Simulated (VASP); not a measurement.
A run of VASP 6.6.1:

The input POSCAR:

```
Re
1.0
    2.7930717857      0.0000000000      0.0000000000
    1.3965358928      2.4188711210      0.0000000000
    0.0000000000      0.0000000000     16.2805335633
Re
2
Direct
    0.0000000000      0.0000000000      0.4299613384
    0.3333333333      0.3333333333      0.5700386616
```

Contents of INCAR.step1:

```
ALGO = Normal
DIPOL = 0.5 0.5 0.500
EDIFF = 1E-4
ENCUT = 520
GGA = PE
IDIPOL = 3
ISMEAR = 1
LASPH = True
LCHARG = False
LDIPOL = True
LREAL = False
LWAVE = True
NBANDS = 14
NELM = 60
PREC = Accurate
SIGMA = 0.05
```

Contents of INCAR.step2:

```
ALGO = Normal
DIPOL = 0.5 0.5 0.500
EDIFF = 1E-7
ENCUT = 520
IDIPOL = 3
ISIF = 2
ISMEAR = 1
ISTART = 1
LASPH = True
LCHARG = False
LDIPOL = True
LMIXTAU = True
LREAL = False
LWAVE = False
METAGGA = R2SCAN
NBANDS = 14
NELM = 60
PREC = Accurate
SIGMA = 0.05
```

The input KPOINTS:

```
k-points
0
Gamma
  7 7 1
```

Potentials or basis: VASP PAW PBE potentials, release 64 (Re).

Run with:

```bash
$ cat potpaw_PBE.64/Re/POTCAR > POTCAR
$ cp INCAR.step1 INCAR
$ mpirun -np 1 vasp_std > vasp.out
$ cp INCAR.step2 INCAR
$ mpirun -np 1 vasp_std > vasp.out
```

Hardware: 1 thread of AMD EPYC 7R13, on a shared host.

Problem. Estimate the wall time of this run.

Solution. It took 3.6 min on 1 thread of AMD EPYC 7R13 (shared host), peak memory 0.24 GiB. Counts: k points 8.
